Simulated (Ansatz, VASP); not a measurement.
## ZnS: VASP beside Ansatz

File INCAR:

```
  PREC = Accurate
  ENCUT = 520
  EDIFF = 1E-6
  ISMEAR = -1
  SIGMA = 0.05
  LREAL = F
  LASPH = T
  NELM = 60
  ALGO = Normal
  ISIF = 2
  LWAVE = F
  LCHARG = F
  GGA = RE
  IVDW = 12
  NBANDS = 46
```

The input KPOINTS:

```
Automatic mesh
0
Gamma
  8 8 3
```

Contents of POSCAR:

```
ZnS
1.0
    3.8480166318      0.0000000000      0.0000000000
   -1.9240083159      3.3324801573      0.0000000000
    0.0000000000      0.0000000000     12.6029163237
Zn S
4 4
Direct
    0.6666666667      0.3333333333      0.7500000000
    0.3333333333      0.6666666667      0.2500000000
    0.0000000000      0.0000000000      0.5000000000
    0.0000000000      0.0000000000      0.0000000000
    0.6666666667      0.3333333333      0.9375000000
    0.3333333333      0.6666666667      0.4375000000
    0.0000000000      0.0000000000      0.6875000000
    0.0000000000      0.0000000000      0.1875000000
```

The input input.yaml:

```yaml
crystal:
  lattice:
    - [3.8480166318, 0.0, 0.0]
    - [-1.9240083159, 3.3324801573, 0.0]
    - [0.0, 0.0, 12.6029163237]
  atoms:
    - { symbol: Zn, position: [0.6666666667, 0.3333333333, 0.75] }
    - { symbol: Zn, position: [0.3333333333, 0.6666666667, 0.25] }
    - { symbol: Zn, position: [0.0, 0.0, 0.5] }
    - { symbol: Zn, position: [0.0, 0.0, 0.0] }
    - { symbol: S, position: [0.6666666667, 0.3333333333, 0.9375] }
    - { symbol: S, position: [0.3333333333, 0.6666666667, 0.4375] }
    - { symbol: S, position: [0.0, 0.0, 0.6875] }
    - { symbol: S, position: [0.0, 0.0, 0.1875] }
hamiltonian:
  xc: revpbe
  pseudopotentials: { kind: paw }
  dispersion: d3bj
kpoints:
  mp_grid: { grid: [8, 8, 3] }
scf:
  occupations: { method: fermi_dirac, width: 0.05 }
output:
  forces: true
  stress: true
  eigenvalues: true
```

Alike in both runs: task single point; functional revPBE; dispersion D3(BJ); k mesh 8 × 8 × 3; occupations fermi-dirac, width 0.05 eV; no spin polarisation.

```csv
,VASP,Ansatz
version,VASP 6.6.1,Ansatz 0.2.0
potentials or method,"VASP PAW PBE potentials, release 64 (Zn, S)",Ansatz PAW
plane-wave cutoff (eV),520,420
valence electrons in the cell,72,72
```

VASP gave:

- gap on the k mesh at the Fermi level (eV): 2.17
- least direct gap on the mesh (eV): 2.17
- pressure (GPa): -3.5
- traceless stress, the component that is largest in VASP (GPa): -0.07
- rms of the force components (eV/Å): 0.016

Problem. Estimate Ansatz's values.

Solution. gap on the k mesh at the Fermi level (eV): 2.17; least direct gap on the mesh (eV): 2.17; pressure (GPa): -3.6; traceless stress, the component that is largest in VASP (GPa): -0.07; rms of the force components (eV/Å): 0.016.

VASP's potentials were made for PBE, not for revPBE. Atom by atom the forces differ by 0.000 eV/Å (rms over components).

Noted on Ansatz's run: odd divisions of the mesh miss points on the zone boundary, where band edges often lie, so the gap on the mesh can be too wide.
